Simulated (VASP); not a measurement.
Here is a VASP 6.6.1 calculation.

File INCAR:

```
SYSTEM = LaSc2F
ALGO     = Normal         ! electronic algorithm
EDIFF    = 1E-6           ! SCF threshold, eV
ENCUT    = 520            ! plane-wave cutoff, eV
GGA      = PE             ! functional
ISIF     = 2              ! what is computed and relaxed
ISMEAR   = 0              ! smearing method
LASPH    = .True.         ! aspherical terms in the spheres
LCHARG   = .False.        ! write CHGCAR
LREAL    = .False.        ! projectors in reciprocal space
LWAVE    = .False.        ! write WAVECAR
NBANDS   = 28             ! bands
NELM     = 80             ! most SCF steps
PREC     = Accurate       ! precision mode
SIGMA    = 0.1            ! smearing width, eV
```

Contents of KPOINTS:

```
k-points
0
Gamma
  4 4 4
  0 0 0
```

POSCAR

```
LaSc2F
1.0
    3.9334405400      0.0000000000      0.0000000000
    0.0000000000      3.9334405400      0.0000000000
    0.0000000000      0.0000000000      5.3462919300
La Sc F
1 2 1
Direct
    0.5000000000      0.5000000000      0.5000000000
    0.0000000000      0.0000000000      0.5000000000
    0.5000000000      0.5000000000      0.0000000000
    0.0000000000      0.0000000000      0.0000000000
```

Potentials or basis: VASP PAW PBE potentials, release 64 (La, Sc_sv, F).

Command:

```sh
$ cat potpaw_PBE.64/La/POTCAR potpaw_PBE.64/Sc_sv/POTCAR potpaw_PBE.64/F/POTCAR > POTCAR
$ mpirun -np 1 vasp_std > vasp.out
```

(1) What does it give for the pressure?

(2) Estimate the band gap on the k mesh.

Answers

(1) 6.3 GPa.

(2) zero (bands 20 and 21 overlap by 1.12 eV).

Caveat: the k points lie up to 0.40 Å⁻¹ apart, too coarse for converged energies and pressures of a metal; spin-orbit coupling is left out, which moves the levels of the heavy elements.
